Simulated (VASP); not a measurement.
A run of VASP 6.6.1:

The input INCAR:

```
ALGO = Normal
EDIFF = 1E-6
ENCUT = 600
GGA = PE
GGA_COMPAT = False
ISIF = 2
ISMEAR = 0
LASPH = True
LCHARG = False
LREAL = False
LWAVE = False
NBANDS = 36
NELM = 120
PREC = Accurate
SIGMA = 0.15
```

The input KPOINTS:

```
k-points
0
Gamma
  3 3 3
```

The input POSCAR:

```
ZrNb2N3
1.0
    2.7671263567      1.5976011469      3.1338837505
   -2.7671263567      1.5976011469      3.1338837505
    0.0000000000     -3.1952022938      3.1338837505
Zr Nb N
1 2 3
Direct
    0.0000000000      0.0000000000      0.0000000000
    0.6980009936      0.6980009936      0.6980009936
    0.3019990064      0.3019990064      0.3019990064
    0.0000000000      0.5000000000      0.0000000000
    0.5000000000      0.0000000000      0.0000000000
    0.0000000000      0.0000000000      0.5000000000
```

Potentials or basis: VASP PAW PBE potentials, release 64 (Zr_sv, Nb_sv, N).

The run is started by

```bash
$ cat potpaw_PBE.64/Zr_sv/POTCAR potpaw_PBE.64/Nb_sv/POTCAR potpaw_PBE.64/N/POTCAR > POTCAR
$ mpirun -np 1 vasp_std > vasp.out
```

Hardware: 1 thread of AMD EPYC 7R13 Processor (Zen 3) (shared host).

Question: How long does it take, and how much memory?

Answer: Wall time 22 s on 1 thread of AMD EPYC 7R13 Processor (Zen 3) (shared host), peak memory 0.18 GiB. Counts: scf iterations 15, k points 6.
